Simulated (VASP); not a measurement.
Set up this calculation in VASP 6.6.1, as the native input.

| Property | Result |
| --- | --- |
| Task | single point |
| Functional | PBE |
| Potentials or basis | VASP PAW PBE potentials, release 64 (Ta_pv, Ge_d, W_sv) |
| Cutoff | 520 eV |
| k mesh | 4 × 4 × 2 |
| Occupations | gaussian, width 0.1 eV |
| Spin | no spin polarisation |
| Dipole correction | no |
| Further INCAR settings | ALGO = Normal; EDIFF = 1e-06; NBANDS = 50 |

The structure of TaGe3W2 lies in POSCAR:

```
TaGe3W2
1.0
    3.8035891200      0.0000000000      0.0000000000
    0.0000000000      3.8035891200      0.0000000000
    0.0000000000      0.0000000000      8.8046840400
Ta Ge W
1 3 2
Direct
    0.0000000000      0.0000000000      0.0000000000
    0.0000000000      0.0000000000      0.2580289000
    0.0000000000      0.0000000000      0.7419711000
    0.5000000000      0.5000000000      0.0000000000
    0.0000000000      0.0000000000      0.5000000000
    0.5000000000      0.5000000000      0.5000000000
```

The cell was built from a structure type or drawn by symmetry, and may not be a known phase.

These files were run (other wordings do the same):

INCAR

```
ALGO = Normal
EDIFF = 1E-6
ENCUT = 520
GGA = PE
ISIF = 2
ISMEAR = 0
LASPH = True
LCHARG = False
LREAL = False
LWAVE = False
NBANDS = 50
NELM = 80
PREC = Accurate
SIGMA = 0.1
```

KPOINTS

```
k-points
0
Gamma
  4 4 2
```

Potentials or basis: VASP PAW PBE potentials, release 64 (Ta_pv, Ge_d, W_sv).

The run is started by

```bash
$ cat potpaw_PBE.64/Ta_pv/POTCAR potpaw_PBE.64/Ge_d/POTCAR potpaw_PBE.64/W_sv/POTCAR > POTCAR
$ mpirun -np 1 vasp_std > vasp.out
```

Results of the run:

```
Pressure               : 14.8 GPa
Largest force          : 2.923 eV/Å
Band gap on the k mesh : zero (an odd number of electrons rules out a gap without spin polarisation)
```

Caveat: the k points lie up to 0.41 Å⁻¹ apart, too coarse for converged energies and pressures of a metal; spin-orbit coupling is left out, which moves the levels of the heavy elements; forces of over 1 eV/Å act on the atoms, so gaps and moduli don't describe the material at rest.

Run time: 94 s on 1 thread of AMD EPYC 9R14 (Zen 4), on a shared host, peak memory 0.22 GiB.
